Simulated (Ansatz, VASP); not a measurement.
# One calculation of Sr2TlO2, two programs

```xyz
5
Lattice="4.1250 0.0000 0.0000 -2.0625 3.5723 0.0000 0.0000 0.0000 9.1688" Properties=species:S:1:pos:R:3 pbc="T T T"
Sr    0.0000    2.3815    3.2581
Sr    2.0625    1.1908    5.9108
Tl    0.0000    0.0000    0.0000
O     0.0000    2.3815    5.7555
O     2.0625    1.1908    3.4134
```

Alike in both runs: functional PBE; k mesh 6 × 6 × 4; occupations gaussian, width 0.1 eV; no spin polarisation.

Ansatz relaxed the structure, and its values are those at the end. VASP's run is a single point on that final structure, the one shown.

|  | VASP | Ansatz |
| --- | --- | --- |
| version | VASP 6.6.1 | Ansatz 0.2.0 |
| potentials or method | VASP PAW PBE potentials, release 64 (Sr_sv, Tl_d, O), cutoff 600 eV | scalar-relativistic, plane waves, PAW |
| valence electrons in the cell | 45 | 45 |

```csv
,VASP,Ansatz,Ansatz less VASP
gap on the k mesh at the Fermi level (eV),none,none,-
pressure (GPa),0.4,0.1,-0.28
rms of the force components (eV/Å),0.018,0.001,-0.0176
```

A gap of «none» marks a metal or a gap that the smearing closes. With one functional, cell and mesh, what is left measures potentials, basis and numerics.

Neither program's run includes spin-orbit coupling.
